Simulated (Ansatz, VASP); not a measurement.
## KBr: VASP beside Ansatz

Contents of INCAR:

```
SYSTEM = KBr
PREC = Accurate ; ENCUT = 520
EDIFF = 1E-6 ; ISMEAR = 0
SIGMA = 0.02 ; LREAL = .False.
LASPH = .True. ; NELM = 80
ALGO = Normal ; ISIF = 2
LWAVE = .False. ; LCHARG = .False.
GGA = PE ; NBANDS = 15
```

File KPOINTS:

```
regular mesh
0
Gamma
  6 6 6
  0 0 0
```

POSCAR

```
KBr
1.0
    0.0000000000      3.2126931069      3.2126931069
    3.2126931069      0.0000000000      3.2126931069
    3.2126931069      3.2126931069      0.0000000000
K Br
1 1
Direct
    0.5000000000      0.5000000000      0.5000000000
    0.0000000000      0.0000000000      0.0000000000
```

Input for Ansatz:

```yaml
crystal:
  lattice:
    - [0.0, 3.2126931069, 3.2126931069]
    - [3.2126931069, 0.0, 3.2126931069]
    - [3.2126931069, 3.2126931069, 0.0]
  atoms:
    - { symbol: K, position: [0.5, 0.5, 0.5] }
    - { symbol: Br, position: [0.0, 0.0, 0.0] }
basis:
  ecutwfc: 420
kpoints:
  mp_grid: { grid: [6, 6, 6] }
hamiltonian:
  xc: pbe
scf:
  occupations: { method: gaussian, width: 0.02 }
output:
  forces: true
  stress: true
  eigenvalues: true
```

Alike in both runs: task single point; functional PBE; k mesh 6 × 6 × 6; occupations gaussian, width 0.02 eV; no spin polarisation.

```csv
,VASP,Ansatz
version,VASP 6.6.1,Ansatz 0.2.0
potentials or method,"VASP PAW PBE potentials, release 64 (K_sv, Br), cutoff 520 eV","scalar-relativistic, plane waves, PAW"
valence electrons in the cell,16,16
```

Ansatz gave:

- gap on the k mesh at the Fermi level (eV): 4.66
- least direct gap on the mesh (eV): 4.66
- pressure (GPa): 2.3

Which values does VASP return?

gap on the k mesh at the Fermi level (eV): 4.66; least direct gap on the mesh (eV): 4.66; pressure (GPa): 2.4.
